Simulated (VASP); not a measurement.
# MgB2 (P6/mmm) in VASP: notebook

The runs below take MgB2 through single point, with r2SCAN.

Everything below comes from runs of VASP 6.6.1. Logs are shortened: lines on timing, memory, paths and dates and some standing lists are left out, and cuts for length are marked.

**1. The cell of the first run**

It takes space group P6/mmm (No. 191, hexagonal). Conventional cell: a = 3.105 Å, b = 3.105 Å, c = 3.546 Å, α = 90.00°, β = 90.00°, γ = 120.00°. Mg (site symmetry 6/mmm) has 12 B at 2.52 Å and 6 Mg at 3.11 Å within 3.3 Å. Within 2.4 Å of B (site symmetry -6m2) lie 3 B at 1.79 Å.

**2. Single point, r2SCAN**

The input, POSCAR:

```
MgB2
1.0
    3.1054310590      0.0000000000      0.0000000000
   -1.5527155295      2.6893821868      0.0000000000
    0.0000000000      0.0000000000      3.5463318058
Mg B
1 2
Direct
    0.0000000000      0.0000000000      0.0000000000
    0.6666666667      0.3333333333      0.5000000000
    0.3333333333      0.6666666667      0.5000000000
```

The input, INCAR.step1:

```
SYSTEM = MgB2
PREC = Accurate
ENCUT = 750
ISMEAR = -1
SIGMA = 0.05
LREAL = .False.
LASPH = .True.
NELM = 120
NBANDS = 15
GGA = PE
ALGO = Normal
EDIFF = 1E-5
LWAVE = .True.
LCHARG = .False.
GGA_COMPAT = .False.
```

The input, INCAR.step2:

```
SYSTEM = MgB2
PREC = Accurate
ENCUT = 750
EDIFF = 1E-6
ISMEAR = -1
SIGMA = 0.05
LREAL = .False.
LASPH = .True.
NELM = 120
ALGO = Normal
ISIF = 2
LWAVE = .False.
LCHARG = .False.
METAGGA = R2SCAN
LMIXTAU = .True.
NBANDS = 15
ISTART = 1
GGA_COMPAT = .False.
```

The input, KPOINTS:

```
Automatic mesh
0
Gamma
  10 10 8
  0 0 0
```

Potentials or basis: VASP PAW PBE potentials, release 64 (Mg_sv, B).

Started as:

```console
$ cat potpaw_PBE.64/Mg_sv/POTCAR potpaw_PBE.64/B/POTCAR > POTCAR
$ cp INCAR.step1 INCAR
$ mpirun -np 1 vasp_std > vasp.out
$ cp INCAR.step2 INCAR
$ mpirun -np 1 vasp_std > vasp.out
```

OUTCAR:

```text
SYSTEM = MgB2
   PREC = Accurate
   ENCUT = 750
   EDIFF = 1E-6
   ISMEAR = -1
   LREAL = .False.
   LASPH = .True.
   NELM = 120
   ISIF = 2
   METAGGA = R2SCAN
   ISTART = 1

 ion  position               nearest neighbor table
   1  0.000  0.000  0.000-
   2  0.667  0.333  0.500-   3 1.79   3 1.79   3 1.79
   3  0.333  0.667  0.500-   2 1.79   2 1.79   2 1.79

  LATTYP: Found a hexagonal cell.
 ALAT       =     3.1054310590
 C/A-ratio  =     1.1419773096

  Lattice vectors:

 A1 = (   3.1054310590,   0.0000000000,   0.0000000000)
 A2 = (  -1.5527155295,   2.6893821868,   0.0000000000)
 A3 = (   0.0000000000,   0.0000000000,   3.5463318058)

Analysis of symmetry for initial positions (statically):
=====================================================================
 Subroutine PRICEL returns:
 Original cell was already a primitive cell.

 Routine SETGRP: Setting up the symmetry group for a
 hexagonal supercell.

 Subroutine GETGRP returns: Found 24 space group operations
 (whereof 24 operations were pure point group operations)
 out of a pool of 24 trial point group operations.

The static configuration has the point symmetry D_6h.

Analysis of symmetry for dynamics (positions and initial velocities):
=====================================================================
 Subroutine PRICEL returns:
 Original cell was already a primitive cell.

 Routine SETGRP: Setting up the symmetry group for a
 hexagonal supercell.

 Subroutine GETGRP returns: Found 24 space group operations
 (whereof 24 operations were pure point group operations)
 out of a pool of 24 trial point group operations.

The dynamic configuration has the point symmetry D_6h.

 Subroutine INISYM returns: Found 24 space group operations
 (whereof 24 operations are pure point group operations),
 and found     1 'primitive' translations

----------------------------------------------------------------------------------------

                                     Primitive cell

  volume of cell :      29.6179

  direct lattice vectors                    reciprocal lattice vectors
     3.105431059  0.000000000  0.000000000     0.322016487  0.185916305  0.000000000
    -1.552715529  2.689382187  0.000000000     0.000000000  0.371832611  0.000000000
     0.000000000  0.000000000  3.546331806     0.000000000  0.000000000  0.281981511

  length of vectors
     3.105431059  3.105431059  3.546331806     0.371832611  0.371832611  0.281981511

  position of ions in fractional coordinates (direct lattice)
     0.000000000  0.000000000  0.000000000
     0.666666667  0.333333333  0.500000000
     0.333333333  0.666666667  0.500000000

  ion indices of the primitive-cell ions
   primitive index   ion index
                 1           1
                 2           2
                 3           3

----------------------------------------------------------------------------------------

 KPOINTS: Automatic mesh

Automatic generation of k-mesh.
 Grid dimensions read from file:
 generate k-points for:   10   10    8

 Generating k-lattice:

  Cartesian coordinates                     Fractional coordinates (reciprocal lattice)
     0.032201649  0.018591631  0.000000000     0.100000000  0.000000000  0.000000000
     0.000000000  0.037183261  0.000000000     0.000000000  0.100000000  0.000000000
     0.000000000  0.000000000  0.035247689     0.000000000  0.000000000  0.125000000

  Length of vectors
     0.037183261  0.037183261  0.035247689

  Shift w.r.t. Gamma in fractional coordinates (k-lattice)
     0.000000000  0.000000000  0.000000000

 Subroutine IBZKPT returns following result:
 ===========================================

 Found     70 irreducible k-points:

 Following reciprocal coordinates:
            Coordinates               Weight
  0.000000  0.000000  0.000000      1.000000
  0.100000  0.000000  0.000000      6.000000
  0.200000  0.000000  0.000000      6.000000
  0.300000  0.000000  0.000000      6.000000
  0.400000  0.000000  0.000000      6.000000
  0.500000  0.000000  0.000000      3.000000
[... 16 lines left out ...]
  0.300000  0.100000  0.125000     24.000000
  0.400000  0.100000  0.125000     24.000000
 [... further k-points ...]
   k-points           NKPTS =     70   k-points in BZ     NKDIM =     70   number of bands    NBANDS=     15
   number of dos      NEDOS =    301   number of ions     NIONS =      3
   total plane-waves  NPLWV =  25088
   dimension x,y,z NGX =    28 NGY =   28 NGZ =   32
   dimension x,y,z NGXF=    56 NGYF=   56 NGZF=   64
   ions per type =               1   2
   NGX,Y,Z   is equivalent  to a cutoff of  14.99, 14.99, 15.00 a.u.
   NGXF,Y,Z  is equivalent  to a cutoff of  29.98, 29.98, 30.00 a.u.
 SYSTEM =  MgB2
   PREC   = accura    normal or accurate (medium, high low for compatibility)
   ISTART =      1    job   : 0-new  1-cont  2-samecut
   ICHARG =      0    charge: 1-file 2-atom 10-const
   ISPIN  =      1    spin polarized calculation?
   LNONCOLLINEAR =      F non collinear calculations
   LSORBIT =      F    spin-orbit coupling
   LASPH  =      T    aspherical Exc in radial PAW
   ENCUT  =  750.0 eV  55.12 Ry    7.42 a.u.   6.93  6.93  7.92*2*pi/ulx,y,z
   NELM   =    120;   NELMIN=  2; NELMDL=  0     # of ELM steps
   EDIFF  = 0.1E-05   stopping-criterion for ELM
   LREAL  =      F    real-space projection
   EDIFFG = 0.1E-04   stopping-criterion for IOM
   NSW    =      0    number of steps for IOM
   IBRION =     -1    ionic relax: 0-MD 1-quasi-New 2-CG
   NFREE  =      0    steps in history (QN), initial steepest desc. (CG)
   ISIF   =      2    stress and relaxation
   ISYM   =      2    0-nonsym 1-usesym 2-fastsym
   POTIM  = 0.5000    time-step for ionic-motion
   TEBEG  =    0.0;   TEEND  =   0.0 temperature during run
   PSTRESS=    0.0 pullay stress
   NELECT =      16.0000    total number of electrons
   NUPDOWN=      -1.0000    fix difference up-down
   EMIN   =  10.00;   EMAX   =-10.00  energy-range for DOS
   EFERMI =   0.00;   METHOD = LEGACY
   ISMEAR =    -1;   SIGMA  =   0.05  broadening in eV -4-tet -1-fermi 0-gaus
   EFERMI_NEDOS =   21; number of points for ismear=-14 and -15
   IALGO  =     38    algorithm
   IMIX   =      4    mixing-type and parameters
     AMIX     =   0.40;   BMIX     =  1.00
     AMIX_MAG =   1.60;   BMIX_MAG =  1.00
  volume/ion in A,a.u.               =       9.87        66.62
  Fermi-wavevector in a.u.,A,eV,Ry     =   1.333307  2.519585 24.187188  1.777708
  Thomas-Fermi vector in A             =   2.462176
   LORBIT       =      0    0 simple, 1 ext, 2 COOP (PROOUT), +10 PAW based schemes
   METAGGA = R2SCAN    functional components
   LHFCALC =     F    Hartree Fock is set to
   AEXX    =    0.0000 exact exchange contribution
   IVDW    =     0    specifies the selected vdW correction
   LEPSILON=     F    determine dielectric tensor
   LRPA    =     F    only Hartree local field effects (RPA)
 non-spin polarized calculation
  energy-cutoff  :      750.00
  volume of cell :       29.62
 maximum number of plane-waves:      1398
 NGX is ok and might be reduce to    28
   NGX = 13   NGY = 13   NGZ = 15

 number of electron      16.0000024 magnetization

 Free energy of the ion-electron system (eV)
  ---------------------------------------------------
  ext. energy  EPLUGINS =         0.00000000
  ---------------------------------------------------
  free energy    TOTEN  =       -19.41222984 eV

  energy without entropy =      -19.40645813  energy(sigma->0) =      -19.40934399

 E-fermi :   5.0188     XC(G=0): -11.7247

 val. band max:        4.9931244594   @ k =   0.4000   0.0000   0.5000
 cond. band min:       5.0266030075   @ k =   0.3000   0.2000   0.0000
 fundamental gap:      0.0334785482
 Fermi energy:         5.0187607819

 k-point     1 :       0.0000    0.0000    0.0000
  band No.  band energies     occupation
      1     -73.3544      2.00000
      2     -38.4678      2.00000
      3     -38.4678      2.00000
      4     -38.4495      2.00000
      5      -8.1085      2.00000
      6       1.9010      2.00000
      7       5.3504      0.00263
      8       5.3504      0.00263
      9       6.9075      0.00000
     10      11.5186      0.00000
     11      11.5186      0.00000
     12      13.2237      0.00000
     13      15.5940      0.00000
     14      18.6167      0.00000
     15      22.0584      0.00000

 k-point     2 :       0.1000    0.0000    0.0000
  band No.  band energies     occupation
      1     -73.3542      2.00000
      2     -38.4715      2.00000
      3     -38.4688      2.00000
      4     -38.4490      2.00000
      5      -7.9272      2.00000
      6       2.0779      2.00000
      7       4.4306      1.99998
      8       4.9344      1.68756
      9       7.0668      0.00000
     10      11.4045      0.00000
     11      12.3038      0.00000
     12      13.6973      0.00000
     13      14.9156      0.00000
     14      19.4624      0.00000
     15      21.2070      0.00000

 k-point     3 :       0.2000    0.0000    0.0000
  band No.  band energies     occupation
      1     -73.3535      2.00000
      2     -38.4807      2.00000
      3     -38.4711      2.00000
      4     -38.4476      2.00000
      5      -7.3865      2.00000
      6       2.4606      2.00000
      7       2.6027      2.00000
      8       4.1081      2.00000
      9       7.5489      0.00000
     10      10.8696      0.00000
     11      13.2183      0.00000
     12      14.2155      0.00000
     13      14.6451      0.00000
     14      20.0050      0.00000
     15      20.4180      0.00000
[... 343 lines left out ...]
 k-point    23 :       0.3000    0.1000    0.1250
  band No.  band energies     occupation
      1     -73.3520      2.00000
      2     -38.4964      2.00000
      3     -38.4767      2.00000
      4     -38.4457      2.00000
      5      -5.6795      2.00000
      6      -0.5958      2.00000
      7       2.3590      2.00000
      8       3.2014      2.00000
      9       8.9118      0.00000
     10      10.1752      0.00000
     11      11.3770      0.00000
     12      14.7058      0.00000
     13      16.1402      0.00000
     14      17.5441      0.00000
     15      20.0743      0.00000

 k-point    24 :       0.4000    0.1000    0.1250
  band No.  band energies     occupation
      1     -73.3515      2.00000
      2     -38.5022      2.00000
      3     -38.4786      2.00000
      4     -38.4447      2.00000
      5      -4.3665      2.00000
      6      -2.4516      2.00000
      7       2.0093      2.00000
      8       4.2832      2.00000
      9       7.3474      0.00000
     10      10.4393      0.00000
     11      11.7290      0.00000
     12      13.8878      0.00000
     13      15.7172      0.00000
     14      19.2173      0.00000
     15      20.0391      0.00000

 [... further k-points ...]

------------------------ aborting loop because EDIFF is reached ----------------------------------------

  FORCE on cell =-STRESS in cart. coord.  units (eV):
  Direction    XX          YY          ZZ          XY          YZ          ZX
  --------------------------------------------------------------------------------------
  -------------------------------------------------------------------------------------
  Total       -1.0184843     -1.0184843     -0.7712191     -0.0000000      0.0000000      0.0000000
  in kB      -55.0948646    -55.0948646    -41.7190672     -0.0000000      0.0000000      0.0000000
  external PRESSURE =     -50.6362655 kB  Pullay stress =       0.0000000 kB

 VOLUME and BASIS-vectors are now :
 -----------------------------------------------------------------------------
  energy-cutoff  :      750.00
  volume of cell :       29.62
      direct lattice vectors                 reciprocal lattice vectors
     3.105431059  0.000000000  0.000000000     0.322016487  0.185916305  0.000000000
    -1.552715529  2.689382187  0.000000000     0.000000000  0.371832611  0.000000000
     0.000000000  0.000000000  3.546331806     0.000000000  0.000000000  0.281981511

 POSITION                                       TOTAL-FORCE (eV/Angst)
 -----------------------------------------------------------------------------------
      0.00000      0.00000      0.00000         0.000000      0.000000      0.000000
      1.55272      0.89646      1.77317        -0.000000      0.000000     -0.000000
     -0.00000      1.79292      1.77317         0.000000      0.000000      0.000000
 -----------------------------------------------------------------------------------
    total drift:                               -0.000000      0.000000      0.000000

  FREE ENERGIE OF THE ION-ELECTRON SYSTEM (eV)
  ---------------------------------------------------
  free  energy   TOTEN  =       -19.4122298438 eV

  energy  without entropy=      -19.4064581327  energy(sigma->0) =      -19.40934399
```

Run time: 99 s. Hardware: 1 thread of AMD EPYC 9R45 (Zen 5), shared host; peak memory 0.17 GiB.

What came out:

| Item | Value |
| --- | --- |
| Free energy | -19.4122 eV |
| Pressure | -5.1 GPa |
| Band gap on the k mesh | zero (bands 8 and 9 overlap by 2.51 eV) |

Caveat: the cell stands under tension; the PAW data sets were made with another functional, which shifts forces and pressure a little.

**3. Single point, r2SCAN**

This run uses another cell than the first one, of 10.07 Å³/atom.

The input, POSCAR:

```
MgB2
1.0
    3.1255967608      0.0000000000      0.0000000000
   -1.5627983804      2.7068461969      0.0000000000
    0.0000000000      0.0000000000      3.5693605797
Mg B
1 2
Direct
    0.0000000000      0.0000000000      0.0000000000
    0.6666666667      0.3333333333      0.5000000000
    0.3333333333      0.6666666667      0.5000000000
```

The input, INCAR.step1:

```
SYSTEM = MgB2
PREC     = Accurate       ! precision mode
ENCUT    = 750            ! plane-wave cutoff, eV
ISMEAR   = -1             ! smearing method
SIGMA    = 0.05           ! smearing width, eV
LREAL    = .FALSE.        ! projectors in reciprocal space
LASPH    = .TRUE.         ! aspherical terms in the spheres
NELM     = 120            ! most SCF steps
NBANDS   = 15             ! bands
GGA      = PE             ! functional
ALGO     = Normal         ! electronic algorithm
EDIFF    = 1E-5           ! SCF threshold, eV
LWAVE    = .TRUE.         ! write WAVECAR
LCHARG   = .FALSE.        ! write CHGCAR
GGA_COMPAT= .FALSE.
```

The input, INCAR.step2:

```
SYSTEM = MgB2
PREC     = Accurate       ! precision mode
ENCUT    = 750            ! plane-wave cutoff, eV
EDIFF    = 1E-6           ! SCF threshold, eV
ISMEAR   = -1             ! smearing method
SIGMA    = 0.05           ! smearing width, eV
LREAL    = .FALSE.        ! projectors in reciprocal space
LASPH    = .TRUE.         ! aspherical terms in the spheres
NELM     = 120            ! most SCF steps
ALGO     = Normal         ! electronic algorithm
ISIF     = 2              ! what is computed and relaxed
LWAVE    = .FALSE.        ! write WAVECAR
LCHARG   = .FALSE.        ! write CHGCAR
METAGGA  = R2SCAN         ! meta-GGA
LMIXTAU  = .TRUE.       
NBANDS   = 15             ! bands
ISTART   = 1            
GGA_COMPAT= .FALSE.
```

The input, KPOINTS:

```
Automatic mesh
0
G
  10 10 8
  0 0 0
```

Potentials or basis: VASP PAW PBE potentials, release 64 (Mg_sv, B).

Started as:

```console
$ cat potpaw_PBE.64/Mg_sv/POTCAR potpaw_PBE.64/B/POTCAR > POTCAR
$ cp INCAR.step1 INCAR
$ mpirun -np 1 vasp_std > vasp.out
$ cp INCAR.step2 INCAR
$ mpirun -np 1 vasp_std > vasp.out
```

It took 79 s on 1 thread of Intel Xeon 6975P-C (Granite Rapids), shared host; peak memory 0.2 GiB.

Results (log left out):

```yaml
Free_energy: -19.3908 eV
Pressure: -7.8 GPa
Band_gap_on_the_k_mesh: zero (bands 8 and 9 overlap by 2.48 eV)
```

Stress tensor (GPa, compression positive):
```
-8.53  0.00  0.00
 0.00 -8.53  0.00
 0.00  0.00 -6.19
```

Levels at points of the mesh, in eV from the Fermi level:
```
           k point  band 6  band 7  band 8  band 9  band 10  band 11
(0.00, 0.00, 0.00)   -3.08    0.32    0.32    1.84     6.42     6.42
(0.50, 0.00, 0.00)   -8.15   -2.31    0.18    3.16     3.97     5.54
(0.00, 0.00, 0.50)   -7.58    0.70    0.70    6.75     6.75     8.29
(0.50, 0.00, 0.50)   -7.26   -3.67   -2.01   -1.23     5.72     9.24
```

Caveat: the cell stands under tension; the PAW data sets were made with another functional, which shifts forces and pressure a little.

[end of part 1 of 2]
